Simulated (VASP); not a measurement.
## EuS: single point with r2SCAN+D3(BJ)+U

The system is EuS.

```
Eu S
1.0
     0.00000    3.00441    3.00441
     3.00441    0.00000    3.00441
     3.00441    3.00441    0.00000
Eu S
1 1
Direct
  0.50000 0.50000 0.50000
  0.00000 0.00000 0.00000
```

```yaml
Program: VASP 6.6.1
Task: single point
Functional: r2SCAN
Dispersion: D3(BJ)
Potentials_or_basis: VASP PAW PBE potentials, release 64 (Eu, S)
Cutoff: 800 eV
k_mesh: 8 × 8 × 8
Occupations: gaussian, width 0.05 eV
Spin: collinear spin
Starting_moments: "[7.58, -0.08] μB"
Hubbard_terms: Eu f U = 4.0 eV
```

```json
{"Pressure": "-2.2 GPa", "Band gap on the k mesh": "0.28 eV (least direct gap 0.47 eV)", "Net moment": "7.00 μB per cell", "Site moments": "Eu +6.62; S -0.07 μB", "Valence electrons inside the program's atomic spheres": "Eu 14.90; S 3.78", "Dispersion energy per atom": "-0.154 eV"}
```

Levels at points of the mesh, in eV from the valence-band top:
Spin up:
```tsv
k point	band 11	band 12	band 13	band 14	band 15	band 16	band 17	band 18	band 19	band 20
(0.00, 0.00, 0.00)	-0.41	-0.41	0.00	0.00	0.00	1.99	2.18	2.18	2.18	3.08
(0.50, 0.00, 0.00)	-0.52	-0.44	-0.44	-0.41	-0.41	3.96	4.36	4.80	4.80	7.67
(0.50, 0.50, 0.00)	-0.45	-0.45	-0.42	-0.20	-0.20	0.28	4.22	4.39	5.66	5.82
```
Spin down:
```tsv
k point	band 5	band 6	band 7	band 8	band 9	band 10	band 11	band 12
(0.00, 0.00, 0.00)	-13.34	-2.06	-2.06	-2.06	2.56	2.95	2.95	2.95
(0.50, 0.00, 0.00)	-12.36	-4.52	-3.18	-3.18	4.15	5.16	5.97	5.97
(0.50, 0.50, 0.00)	-13.03	-3.21	-2.42	-2.42	0.86	5.26	5.28	6.85
```

Eigenvalues of the final occupation matrices:
```tsv
site	spin	trace	eigenvalues
site 1 f	1	6.82	0.97 0.97 0.97 0.97 0.98 0.98 0.98
site 1 f	2	0.01	0.00 0.00 0.00 0.00 0.00 0.00 0.00
```

Run time: 17 min on 1 thread of Oxide Virtual Turin-like Processor, with other jobs on the host, peak memory 0.36 GiB.

Caveat: three body term missing; the PAW data sets were made with another functional, which shifts forces and pressure a little; spin-orbit coupling is left out, which moves the levels of the heavy elements; a cell with one magnetic atom can't hold antiferromagnetic order, which such compounds often take. A k mesh can miss the band edges.
